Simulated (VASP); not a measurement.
Set up this calculation in VASP 6.6.1, as the native input.

```yaml
Task: single point
Functional: LDA
Potentials_or_basis: VASP PAW LDA potentials, release 64 (Sr_sv, Tl_d)
Cutoff: 520 eV
k_mesh: 10 × 10 × 10
Occupations: gaussian, width 0.1 eV
Spin: no spin polarisation
Dipole_correction: no
Further_INCAR_settings: ALGO = Normal; EDIFF = 1e-07; NBANDS = 18
```

The structure of SrTl lies in POSCAR:

```
SrTl
1.0
    3.9551599643      0.0000000000      0.0000000000
    0.0000000000      3.9551599643      0.0000000000
    0.0000000000      0.0000000000      3.9551599643
Sr Tl
1 1
Direct
    0.0000000000      0.0000000000      0.0000000000
    0.5000000000      0.5000000000      0.5000000000
```

One way to write it, as run:

INCAR

```
SYSTEM = SrTl
PREC     = Accurate       ! precision mode
ENCUT    = 520            ! plane-wave cutoff, eV
EDIFF    = 1E-7           ! SCF threshold, eV
ISMEAR   = 0              ! smearing method
SIGMA    = 0.1            ! smearing width, eV
LREAL    = .FALSE.        ! projectors in reciprocal space
LASPH    = .TRUE.         ! aspherical terms in the spheres
NELM     = 100            ! most SCF steps
ALGO     = Normal         ! electronic algorithm
ISIF     = 2              ! what is computed and relaxed
LWAVE    = .FALSE.        ! write WAVECAR
LCHARG   = .TRUE.         ! write CHGCAR
GGA      = CA             ! functional
LELF     = .TRUE.         ! ELF
LVHAR    = .TRUE.       
NBANDS   = 18             ! bands
```

KPOINTS

```
Automatic mesh
0
G
  10 10 10
  0 0 0
```

Potentials or basis: VASP PAW LDA potentials, release 64 (Sr_sv, Tl_d).

Command:

```console
$ cat potpaw_LDA.64/Sr_sv/POTCAR potpaw_LDA.64/Tl_d/POTCAR > POTCAR
$ mpirun -np 1 vasp_std > vasp.out
```

It gave:

* Pressure: 0.1 GPa

Wall time 47 s on 1 thread of AMD EPYC 9R45 (Zen 5) (shared host), peak memory 0.16 GiB.
